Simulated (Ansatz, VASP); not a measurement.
## ZnSe in VASP and in Ansatz

POSCAR

```
ZnSe
1.0
    0.0000000000      2.8893788162      2.8893788162
    2.8893788162      0.0000000000      2.8893788162
    2.8893788162      2.8893788162      0.0000000000
Se Zn
1 1
Direct
    0.7500000000      0.7500000000      0.7500000000
    0.0000000000      0.0000000000      0.0000000000
```

INCAR.step1

```
ALGO = Normal ; EDIFF = 1E-5
ENCUT = 520 ; GGA = PE
ISIF = 2 ; ISMEAR = -1
LASPH = T ; LCHARG = F
LREAL = F ; LWAVE = T
NBANDS = 16 ; NELM = 80
PREC = Accurate ; SIGMA = 0.05
```

Contents of INCAR.step2:

```
AEXX = 0.5 ; AGGAC = 1.0
AGGAX = 0.5 ; ALDAC = 0.0
ALDAX = 0.5 ; ALGO = Normal
EDIFF = 1E-7 ; ENCUT = 520
GGA = B5 ; ISIF = 2
ISMEAR = -1 ; ISTART = 1
LASPH = T ; LCHARG = F
LHFCALC = T ; LREAL = F
LWAVE = F ; NBANDS = 16
NELM = 80 ; PREC = Accurate
PRECFOCK = Normal ; SIGMA = 0.05
```

Contents of KPOINTS:

```
k-points
0
Gamma
  4 4 4
```

input.yaml

```yaml
crystal:
  lattice:
    - [0.0, 2.8893788162, 2.8893788162]
    - [2.8893788162, 0.0, 2.8893788162]
    - [2.8893788162, 2.8893788162, 0.0]
  atoms:
    - { symbol: Se, position: [0.75, 0.75, 0.75] }
    - { symbol: Zn, position: [0.0, 0.0, 0.0] }
hamiltonian:
  xc: { name: BHLYP }
  pseudopotentials: { kind: paw }
kpoints:
  mp_grid: { grid: [4, 4, 4] }
scf:
  occupations: { method: fermi_dirac, width: 0.05 }
output:
  forces: true
  stress: true
  eigenvalues: true
```

Alike in both runs: task single point; functional BHLYP; k mesh 4 × 4 × 4; occupations fermi-dirac, width 0.05 eV; no spin polarisation.

```csv
,VASP,Ansatz
version,VASP 6.6.1,Ansatz 0.2.0
potentials or method,"VASP PAW PBE potentials, release 64 (Se, Zn)",Ansatz PAW
plane-wave cutoff (eV),520,420
valence electrons in the cell,18,28
```

```tsv
	VASP	Ansatz	Ansatz less VASP
gap on the k mesh at the Fermi level (eV)	4.74	4.65	-0.091
least direct gap on the mesh (eV)	4.74	4.65	-0.091
pressure (GPa)	-0.9	-0.6	+0.32
```

VASP's potentials were made for PBE, not for BHLYP. The functional is the same, so the differences come from potentials, cutoffs and numerics. VASP's potentials hold 18 valence electrons a cell and Ansatz's 28, so a difference there can come from the potentials and not from the codes.

The k mesh is coarse, so the values compare programs but aren't converged.
